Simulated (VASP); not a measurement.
Write the native input for VASP 6.6.1 that does the following.

| Quantity | Value |
| --- | --- |
| Task | single point |
| Functional | PBE |
| Potentials or basis | VASP PAW PBE potentials, release 64 (Bi_d, Te) |
| Cutoff | 520 eV |
| k mesh | 6 × 6 × 6 |
| Occupations | fermi-dirac, width 0.05 eV |
| Spin | no spin polarisation |
| Dipole correction | no |
| Further INCAR settings | ALGO = Normal; EDIFF = 1e-07; NBANDS = 32 |

The structure of Bi2Te3 lies in POSCAR:

```
Bi2Te3
1.0
    2.1930000000      1.2661291403     10.1656666667
   -2.1930000000      1.2661291403     10.1656666667
    0.0000000000     -2.5322582807     10.1656666667
Bi Te
2 3
Direct
    0.6000000000      0.6000000000      0.6000000000
    0.4000000000      0.4000000000      0.4000000000
    0.7905000000      0.7905000000      0.7905000000
    0.2095000000      0.2095000000      0.2095000000
    0.0000000000      0.0000000000      0.0000000000
```

These files were run (other wordings do the same):

INCAR

```
  PREC = Accurate
  ENCUT = 520
  EDIFF = 1E-7
  ISMEAR = -1
  SIGMA = 0.05
  LREAL = F
  LASPH = T
  NELM = 80
  ALGO = Normal
  ISIF = 2
  LWAVE = F
  LCHARG = F
  GGA = PE
  NBANDS = 32
```

KPOINTS

```
regular mesh
0
Gamma
  6 6 6
```

Potentials or basis: VASP PAW PBE potentials, release 64 (Bi_d, Te).

The run is started by

```bash
$ cat potpaw_PBE.64/Bi_d/POTCAR potpaw_PBE.64/Te/POTCAR > POTCAR
$ mpirun -np 1 vasp_std > vasp.out
```

Results of the run:

| Item | Value |
| --- | --- |
| Pressure | 1.9 GPa |
| Largest force | 0.025 eV/Å |
| Band gap on the k mesh | 0.28 eV |

Caveat: spin-orbit coupling is left out, which moves the levels of the heavy elements.

Wall time 11 min on 1 thread of AMD EPYC 7R13 Processor (Zen 3) (shared host), peak memory 0.93 GiB.
